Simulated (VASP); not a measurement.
## F: single point with PBEsol

Crystal: F.

```
F
1.0
     3.59322   -2.12328    0.00000
     3.59322    2.12328    0.00000
     0.00000    0.00000    6.37573
F
4
Direct
  0.91254 0.08746 0.09601
  0.58746 0.41254 0.59601
  0.41254 0.58746 0.40399
  0.08746 0.91254 0.90399
```

This cell differs from its parent crystal: strain +0.015 along x and y, +0.000 along z.

```yaml
Program: VASP 6.6.1
Task: single point
Functional: PBEsol
Potentials_or_basis: VASP PAW PBE potentials, release 64 (F)
Cutoff: 520 eV
k_mesh: 6 × 6 × 4
Occupations: gaussian, width 0.05 eV
Spin: no spin polarisation
Dipole_correction: no
Further_INCAR_settings: ALGO = Normal; EDIFF = 1e-06; NBANDS = 22
```

| Quantity | Value |
| --- | --- |
| Pressure | -1.5 GPa |
| Largest force | 0.668 eV/Å |
| Band gap on the k mesh | 2.97 eV |

Forces in eV/Å, atoms in the order of the input:
```
F    0.000 -0.347 -0.571
F    0.000  0.347 -0.571
F    0.000 -0.347  0.571
F    0.000  0.347  0.571
```

Stress tensor (GPa, compression positive):
```
-0.46  0.00  0.00
 0.00 -1.43  0.00
 0.00  0.00 -2.69
```

Levels at points of the mesh, in eV from the valence-band top:
```tsv
k point	band 10	band 11	band 12	band 13	band 14	band 15	band 16	band 17	band 18	band 19
(0.00, 0.00, 0.00)	-3.26	-0.37	-0.16	-0.07	0.00	2.97	3.29	8.42	11.62	12.34
(0.50, 0.00, 0.00)	-3.35	-0.15	-0.15	-0.13	-0.13	3.14	3.14	11.31	11.31	14.19
(0.50, 0.50, 0.00)	-3.30	-0.38	-0.27	-0.03	0.00	3.02	3.27	10.93	12.28	13.69
(0.00, 0.00, 0.50)	-3.31	-0.19	-0.19	-0.11	-0.11	3.09	3.09	9.42	9.42	15.78
(0.50, 0.00, 0.50)	-3.35	-0.14	-0.14	-0.11	-0.11	3.14	3.14	12.07	12.07	12.11
(0.50, 0.50, 0.50)	-3.35	-0.20	-0.20	-0.14	-0.14	3.13	3.13	11.68	11.68	13.13
```

It took 24 s on 1 thread of Intel(R) Xeon(R) Platinum 8559C (Emerald Rapids), on a shared host, peak memory 0.22 GiB.

Caveat: the cell differs from its parent crystal (strain +0.015 along x and y, +0.000 along z); the PAW data sets were made with another functional, which shifts forces and pressure a little. A k mesh can miss the band edges.
